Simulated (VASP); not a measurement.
# MgS (gw) (F-43m) in VASP: G0W0 quasiparticle levels with PBEsol

Aim: the G0W0 quasiparticle levels of MgS (gw) with PBEsol.

All numbers are computed with VASP 6.6.1; they aren't measurements. Logs are shortened: lines on timing, memory, paths and dates and some standing lists are left out, and cuts for length are marked.

### 1 The cell of the first run

Symmetry: F-43m, No. 216, cubic system. Conventional cell: a = 5.651 Å, b = 5.651 Å, c = 5.651 Å, α = 90.00°, β = 90.00°, γ = 90.00°. Within 3.2 Å of Mg (site symmetry -43m) lie 4 S at 2.45 Å. Within 3.2 Å of S (site symmetry -43m) lie 4 Mg at 2.45 Å.

### 2 G0W0 quasiparticle levels, PBEsol

Contents of POSCAR:

```
MgS
1.0
    0.0000000000      2.8257015369      2.8257015369
    2.8257015369      0.0000000000      2.8257015369
    2.8257015369      2.8257015369      0.0000000000
Mg S
1 1
Direct
    0.0000000000      0.0000000000      0.0000000000
    0.2500000000      0.2500000000      0.2500000000
```

Contents of INCAR.step1:

```
SYSTEM = MgS
ALGO = Normal ; EDIFF = 1E-8
ENCUT = 500 ; GGA = PS
ISMEAR = 0 ; LASPH = .TRUE.
LCHARG = .FALSE. ; LREAL = .FALSE.
LWAVE = .TRUE. ; NELM = 60
PREC = Accurate ; SIGMA = 0.01
```

Contents of INCAR.step2:

```
SYSTEM = MgS
ALGO = Exact ; EDIFF = 1E-8
ENCUT = 500 ; GGA = PS
ISMEAR = 0 ; ISTART = 1
LASPH = .TRUE. ; LCHARG = .FALSE.
LOPTICS = .TRUE. ; LREAL = .FALSE.
LWAVE = .TRUE. ; NBANDS = 106
NELM = 1 ; PREC = Accurate
SIGMA = 0.01
```

Contents of INCAR.step3:

```
SYSTEM = MgS
ALGO = EVGW0 ; EDIFF = 1E-8
ENCUT = 500 ; ENCUTGW = 100.0
GGA = PS ; ISMEAR = 0
ISTART = 1 ; LASPH = .TRUE.
LCHARG = .FALSE. ; LREAL = .FALSE.
LWAVE = .FALSE. ; NBANDS = 106
NBANDSGW = 12 ; NELMGW = 1
NOMEGA = 48 ; PREC = Accurate
PRECFOCK = Fast ; SIGMA = 0.01
```

Contents of KPOINTS:

```
k-points
0
G
  4 4 4
  0 0 0
```

Potentials or basis: VASP PAW PBE potentials, release 64 (Mg_GW, S_GW).

Command:

```sh
> cat potpaw_PBE.64/Mg_GW/POTCAR potpaw_PBE.64/S_GW/POTCAR > POTCAR
> cp INCAR.step1 INCAR
> mpirun -np 1 vasp_std > vasp.out
> cp INCAR.step2 INCAR
> mpirun -np 1 vasp_std > vasp.out
> cp INCAR.step3 INCAR
> mpirun -np 1 vasp_std > vasp.out
```

OUTCAR:

```text
SYSTEM = MgS
   EDIFF = 1E-8
   ENCUT = 500
   ENCUTGW = 100.0
   GGA = PS
   ISMEAR = 0
   ISTART = 1
   LASPH = .TRUE.
   LREAL = .FALSE.
   NELMGW = 1
   PREC = Accurate
   PRECFOCK = Fast

 ion  position               nearest neighbor table
   1  0.000  0.000  0.000-   2 2.45   2 2.45   2 2.45   2 2.45
   2  0.250  0.250  0.250-   1 2.45   1 2.45   1 2.45   1 2.45

  LATTYP: Found a face centered cubic cell.
 ALAT       =     5.6514030738

  Lattice vectors:

 A1 = (   0.0000000000,   2.8257015369,   2.8257015369)
 A2 = (   2.8257015369,   0.0000000000,   2.8257015369)
 A3 = (   2.8257015369,   2.8257015369,   0.0000000000)

Analysis of symmetry for initial positions (statically):
=====================================================================
 Subroutine PRICEL returns:
 Original cell was already a primitive cell.

 Routine SETGRP: Setting up the symmetry group for a
 face centered cubic supercell.

 Subroutine GETGRP returns: Found 24 space group operations
 (whereof 24 operations were pure point group operations)
 out of a pool of 48 trial point group operations.

The static configuration has the point symmetry T_d .

Analysis of symmetry for dynamics (positions and initial velocities):
=====================================================================
 Subroutine PRICEL returns:
 Original cell was already a primitive cell.

 Routine SETGRP: Setting up the symmetry group for a
 face centered cubic supercell.

 Subroutine GETGRP returns: Found 24 space group operations
 (whereof 24 operations were pure point group operations)
 out of a pool of 48 trial point group operations.

The dynamic configuration has the point symmetry T_d .

 Subroutine INISYM returns: Found 24 space group operations
 (whereof 24 operations are pure point group operations),
 and found     1 'primitive' translations

----------------------------------------------------------------------------------------

                                     Primitive cell

  volume of cell :      45.1241

  direct lattice vectors                    reciprocal lattice vectors
     0.000000000  2.825701537  2.825701537    -0.176947209  0.176947209  0.176947209
     2.825701537  0.000000000  2.825701537     0.176947209 -0.176947209  0.176947209
     2.825701537  2.825701537  0.000000000     0.176947209  0.176947209 -0.176947209

  length of vectors
     3.996145437  3.996145437  3.996145437     0.306481556  0.306481556  0.306481556

  position of ions in fractional coordinates (direct lattice)
     0.000000000  0.000000000  0.000000000
     0.250000000  0.250000000  0.250000000

  ion indices of the primitive-cell ions
   primitive index   ion index
                 1           1
                 2           2

----------------------------------------------------------------------------------------

 KPOINTS: k-points

Automatic generation of k-mesh.
 Grid dimensions read from file:
 generate k-points for:    4    4    4

 Generating k-lattice:

  Cartesian coordinates                     Fractional coordinates (reciprocal lattice)
    -0.044236802  0.044236802  0.044236802     0.250000000  0.000000000  0.000000000
     0.044236802 -0.044236802  0.044236802     0.000000000  0.250000000  0.000000000
     0.044236802  0.044236802 -0.044236802     0.000000000  0.000000000  0.250000000

  Length of vectors
     0.076620389  0.076620389  0.076620389

  Shift w.r.t. Gamma in fractional coordinates (k-lattice)
     0.000000000  0.000000000  0.000000000

 Subroutine IBZKPT returns following result:
 ===========================================

 Found      8 irreducible k-points:

 Following reciprocal coordinates:
            Coordinates               Weight
  0.000000  0.000000  0.000000      1.000000
  0.250000  0.000000  0.000000      8.000000
  0.500000  0.000000  0.000000      4.000000
  0.250000  0.250000  0.000000      6.000000
  0.500000  0.250000  0.000000     24.000000
 -0.250000  0.250000  0.000000     12.000000
  0.500000  0.500000  0.000000      3.000000
 -0.250000  0.500000  0.250000      6.000000
   k-points           NKPTS =      8   k-points in BZ     NKDIM =     64   number of bands    NBANDS=    106
   number of dos      NEDOS =    301   number of ions     NIONS =      2
   total plane-waves  NPLWV =  27000
   dimension x,y,z NGX =    30 NGY =   30 NGZ =   30
   dimension x,y,z NGXF=    60 NGYF=   60 NGZF=   60
   ions per type =               1   1
   NGX,Y,Z   is equivalent  to a cutoff of  12.48, 12.48, 12.48 a.u.
   NGXF,Y,Z  is equivalent  to a cutoff of  24.96, 24.96, 24.96 a.u.
 SYSTEM =  MgS
   PREC   = accura    normal or accurate (medium, high low for compatibility)
   ISTART =      1    job   : 0-new  1-cont  2-samecut
   ICHARG =      0    charge: 1-file 2-atom 10-const
   ISPIN  =      1    spin polarized calculation?
   LNONCOLLINEAR =      F non collinear calculations
   LSORBIT =      F    spin-orbit coupling
   LASPH  =      T    aspherical Exc in radial PAW
   ENCUT  =  500.0 eV  36.75 Ry    6.06 a.u.   7.29  7.29  7.29*2*pi/ulx,y,z
   NELM   =     60;   NELMIN=  2; NELMDL=  0     # of ELM steps
   EDIFF  = 0.1E-07   stopping-criterion for ELM
   LREAL  =      F    real-space projection
   EDIFFG = 0.1E-06   stopping-criterion for IOM
   NSW    =      0    number of steps for IOM
   IBRION =     -1    ionic relax: 0-MD 1-quasi-New 2-CG
   NFREE  =      0    steps in history (QN), initial steepest desc. (CG)
   ISIF   =      0    stress and relaxation
   ISYM   =      3    0-nonsym 1-usesym 2-fastsym
   POTIM  = 0.5000    time-step for ionic-motion
   TEBEG  =    0.0;   TEEND  =   0.0 temperature during run
   PSTRESS=    0.0 pullay stress
   NELECT =       8.0000    total number of electrons
   NUPDOWN=      -1.0000    fix difference up-down
   EMIN   =  10.00;   EMAX   =-10.00  energy-range for DOS
   EFERMI =   0.00;   METHOD = LEGACY
   ISMEAR =     0;   SIGMA  =   0.01  broadening in eV -4-tet -1-fermi 0-gaus
   EFERMI_NEDOS =   21; number of points for ismear=-14 and -15
   IALGO  =     38    algorithm
   IMIX   =      4    mixing-type and parameters
     AMIX     =   0.40;   BMIX     =  1.00
     AMIX_MAG =   1.60;   BMIX_MAG =  1.00
  volume/ion in A,a.u.               =      22.56       152.26
  Fermi-wavevector in a.u.,A,eV,Ry     =   0.919677  1.737937 11.507880  0.845805
  Thomas-Fermi vector in A             =   2.044897
   LORBIT       =      0    0 simple, 1 ext, 2 COOP (PROOUT), +10 PAW based schemes
   GGA     = PS    functional components
   LHFCALC =     T    Hartree Fock is set to
   PRECFOCK=fast      Normal, Fast or Accurate (Low or Medium for compatibility)
   ENCUT4O =  -1.0   cutoff for four orbital integrals eV
   NKREDX  =     1    reduce k-point grid by
   NKREDY  =     1    reduce k-point grid by
   NKREDZ  =     1    reduce k-point grid by
   AEXX    =    1.0000 exact exchange contribution
   HFSCREEN=    0.0000 screening length (either q_TF or 0.3 A-1)
   HFSCREENC=   0.0000 screening length for correlation (either q_TF or 0.3 A-1)
   ENCUTFOCK=  -1.0 apply spherical cutoff to Coloumb kernel
   IVDW    =     0    specifies the selected vdW correction
   LEPSILON=     F    determine dielectric tensor
   LRPA    =     F    only Hartree local field effects (RPA)
   LRPAFORCE           =     F    calculate RPA forces
   ENCUTGW             = 100.0    cutoff for response function in eV
   ENCUTGWSOFT         =  80.0    soft cutoff for Coulomb kernel in GW response function in eV
   ENCUTLF             =  -1.0    cutoff for local field effects
   NELMGW              =     1    number of iterations in solving QP/BSE equation
   NELMHF              =     1    number of iterations in the inner HF iteration
   NKREDLFX            =     1    NKREDLFY  =   1   NKREDLFZ  =   1
 non-spin polarized calculation
 Gauss-broadening in eV      SIGMA  =   0.01
  energy-cutoff  :      500.00
  volume of cell :       45.12
 maximum number of plane-waves:      1162
 NGX is ok and might be reduce to    30
  NGX = 18; NGY = 18; NGZ = 18
   NGX = 15   NGY = 15   NGZ = 15
 maximum number of plane-waves:       113
 NGX is ok and might be reduce to    14

 QP shifts <psi_nk| G(iteration)W_0 |psi_nk>: iteration 1
 for sc-GW calculations column KS-energies equals QP-energies in previous step
 and V_xc(KS)=  KS-energies - (<T + V_ion + V_H > + <T+V_H+V_ion>^1  + <V_x>^1)

 k-point   1 :       0.0000    0.0000    0.0000
  band No.  KS-energies  QP-energies   sigma(KS)   V_xc(KS)     V^pw_x(r,r')   Z            occupation Imag(sigma)

      1     -10.2303     -10.9890     -13.8496     -12.7717     -20.8506       0.7038       2.0000       1.4026
      2       1.0592       0.0344     -14.2271     -12.8829     -16.1383       0.7624       2.0000       0.0800
      3       1.0592       0.0344     -14.2271     -12.8829     -16.1383       0.7624       2.0000       0.0800
      4       1.0592       0.0344     -14.2271     -12.8829     -16.1383       0.7624       2.0000       0.0800
      5       4.3763       5.0161      -7.7281      -8.5295      -4.3824       0.7982       0.0000      -0.0713
      6       8.8981       9.8116      -7.7604      -8.9301      -3.8318       0.7810       0.0000      -0.0950
      7       8.8981       9.8116      -7.7604      -8.9301      -3.8318       0.7810       0.0000      -0.0950
      8       8.8981       9.8116      -7.7604      -8.9301      -3.8318       0.7810       0.0000      -0.0950
      9      11.7616      12.7375      -8.3163      -9.5912      -3.9293       0.7655       0.0000      -0.1531
     10      11.7616      12.7375      -8.3163      -9.5912      -3.9293       0.7655       0.0000      -0.1531
     11      14.6434      15.0961      -6.3115      -6.9095      -1.4317       0.7570       0.0000      -0.3615
     12      14.8324      15.2013      -6.6291      -7.1164      -1.5747       0.7572       0.0000      -0.5488

 k-point   2 :       0.2500    0.0000    0.0000
  band No.  KS-energies  QP-energies   sigma(KS)   V_xc(KS)     V^pw_x(r,r')   Z            occupation Imag(sigma)

      1      -9.9075     -10.6017     -14.0346     -13.0312     -20.9909       0.6919       2.0000       1.3049
      2      -0.8453      -1.9751     -12.7156     -11.2019     -14.9467       0.7464       2.0000       0.0965
      3       0.8823      -0.1584     -14.1146     -12.7437     -16.0606       0.7591       2.0000       0.0810
      4       0.8823      -0.1584     -14.1146     -12.7437     -16.0606       0.7591       2.0000       0.0810
      5       5.9133       6.6235      -8.0389      -8.9372      -4.5295       0.7905       0.0000      -0.0772
      6       8.7412       9.5708      -8.2735      -9.3475      -4.3082       0.7725       0.0000      -0.1042
      7       9.1055       9.9803      -7.6738      -8.7969      -3.6943       0.7790       0.0000      -0.1008
      8       9.1055       9.9803      -7.6738      -8.7969      -3.6943       0.7790       0.0000      -0.1008
      9      11.3505      12.2203      -7.9655      -9.1043      -3.5915       0.7637       0.0000      -0.1545
     10      11.3505      12.2203      -7.9655      -9.1043      -3.5915       0.7637       0.0000      -0.1545
     11      13.1273      13.5133      -6.3590      -6.8649      -1.6022       0.7630       0.0000      -0.3418
     12      17.4513      18.1213      -7.1991      -8.0717      -1.9185       0.7678       0.0000      -0.6424
[... 68 lines left out ...]
      1      -9.3002      -9.8962     -14.5031     -13.6054     -21.3396       0.6639       2.0000       1.0969
      2      -1.8135      -3.0158     -12.4485     -10.7997     -15.0569       0.7292       2.0000       0.1244
      3       0.0023      -1.1324     -13.5141     -12.0057     -15.6605       0.7523       2.0000       0.0870
      4       0.0023      -1.1324     -13.5141     -12.0057     -15.6605       0.7523       2.0000       0.0870
      5       4.7508       5.2859      -6.6317      -7.2960      -3.3310       0.8055       0.0000      -0.0740
      6       6.5846       7.3840      -7.3314      -8.3317      -3.8431       0.7992       0.0000      -0.0748
      7      12.1309      12.9519      -9.2675     -10.3956      -4.3888       0.7278       0.0000      -0.2323
      8      13.2486      13.9022      -7.9527      -8.8440      -2.8261       0.7333       0.0000      -0.3422
      9      13.2486      13.9022      -7.9527      -8.8440      -2.8261       0.7333       0.0000      -0.3422
     10      14.7568      15.8743      -9.6614     -11.1726      -4.5257       0.7395       0.0000      -0.3414
     11      14.7568      15.8743      -9.6614     -11.1726      -4.5257       0.7395       0.0000      -0.3414
     12      14.8553      15.9073      -9.5394     -10.9431      -4.4862       0.7494       0.0000      -0.3527

 k-point   8 :      -0.2500    0.5000    0.2500
  band No.  KS-energies  QP-energies   sigma(KS)   V_xc(KS)     V^pw_x(r,r')   Z            occupation Imag(sigma)

      1      -9.2909      -9.8968     -14.5192     -13.6228     -21.3547       0.6759       2.0000       1.1110
      2      -1.2778      -2.4364     -12.6833     -11.1129     -15.1235       0.7378       2.0000       0.1110
      3      -0.8296      -2.0217     -12.8469     -11.2509     -15.1430       0.7469       2.0000       0.0981
      4      -0.3116      -1.4402     -12.9079     -11.4060     -15.0086       0.7514       2.0000       0.0863
      5       6.4314       7.0357      -7.6878      -8.4546      -4.1977       0.7881       0.0000      -0.0812
      6       8.9417       9.9766      -8.8271     -10.1730      -4.8034       0.7689       0.0000      -0.1014
      7       9.0981       9.8689      -7.9995      -8.9845      -4.1398       0.7825       0.0000      -0.0961
      8       9.4733      10.2144      -7.3128      -8.2734      -3.1079       0.7716       0.0000      -0.1239
      9      13.5931      14.3155      -8.0829      -9.0754      -2.8498       0.7279       0.0000      -0.3580
     10      14.7037      15.3100      -8.0802      -8.8960      -2.8916       0.7432       0.0000      -0.4383
     11      14.7335      15.8817      -9.7199     -11.2718      -4.5517       0.7399       0.0000      -0.3429
     12      16.0101      17.0213      -9.1070     -10.4299      -3.7892       0.7644       0.0000      -0.5253
```

Wall time 4.8 min (1 thread of Intel Xeon 8259CL, shared host); peak memory 0.45 GiB.

What came out:

```
Band gap on the k mesh, mean-field level : 3.32 eV, direct
Quasiparticle gap                        : 4.98 eV
Least direct quasiparticle gap           : 4.98 eV
```

Caveat: the k points lie up to 0.48 Å⁻¹ apart; bands, screening cutoff and mesh are small and nothing is extrapolated, so the quasiparticle values aren't converged. A k mesh can miss the band edges.
